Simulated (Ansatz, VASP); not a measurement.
# Two plane-wave programs on GaN

Contents of INCAR:

```
SYSTEM = GaN
PREC = Accurate ; ENCUT = 520
EDIFF = 1E-6 ; ISMEAR = 0
SIGMA = 0.01 ; LREAL = .False.
LASPH = .True. ; NELM = 80
ALGO = Normal ; ISIF = 2
LWAVE = .False. ; LCHARG = .False.
GGA = RP ; NBANDS = 26
```

File KPOINTS:

```
Automatic mesh
0
Gamma
  12 12 4
  0 0 0
```

The input POSCAR:

```
GaN
1.0
    3.1800000000      0.0000000000      0.0000000000
   -1.5900000000      2.7539607800      0.0000000000
    0.0000000000      0.0000000000      5.1660000000
Ga N
2 2
Direct
    0.3333333333      0.6666666667      0.0000000000
    0.6666666667      0.3333333333      0.5000000000
    0.3333333333      0.6666666667      0.3750000000
    0.6666666667      0.3333333333      0.8750000000
```

Input for Ansatz:

```yaml
crystal:
  lattice:
    - [3.18, 0.0, 0.0]
    - [-1.59, 2.75396078, 0.0]
    - [0.0, 0.0, 5.166]
  atoms:
    - { symbol: Ga, position: [0.3333333333333333, 0.6666666666666666, 0.0] }
    - { symbol: Ga, position: [0.6666666666666666, 0.3333333333333333, 0.5] }
    - { symbol: "N", position: [0.3333333333333333, 0.6666666666666666, 0.375] }
    - { symbol: "N", position: [0.6666666666666666, 0.3333333333333333, 0.875] }
basis:
  ecutwfc: 450.0
kpoints:
  mp_grid:
    grid: [12, 12, 4]
hamiltonian:
  xc: rpbe
  pseudopotentials:
    kind: paw
scf:
  occupations:
    method: fixed
output:
  forces: true
  stress: true
```

Alike in both runs: task single point; functional RPBE; k mesh 12 × 12 × 4; no spin polarisation.

|  | VASP | Ansatz |
| --- | --- | --- |
| version | VASP 6.6.1 | Ansatz 0.2.0 |
| potentials or method | VASP PAW PBE potentials, release 64 (Ga_d, N), cutoff 520 eV | plane waves, PAW |
| occupations | gaussian, width 0.01 eV | fixed |
| valence electrons in the cell | 36 | 36 |

```tsv
	VASP	Ansatz	Ansatz less VASP
pressure (GPa)	11.2	11.5	+0.26
traceless stress, the component that is largest in VASP (GPa)	1.41	1.40	-0.008
rms of the force components (eV/Å)	0.080	0.082	+0.0022
```

VASP's potentials were made for PBE, not for RPBE. Atom by atom the forces differ by 0.002 eV/Å (rms over components).
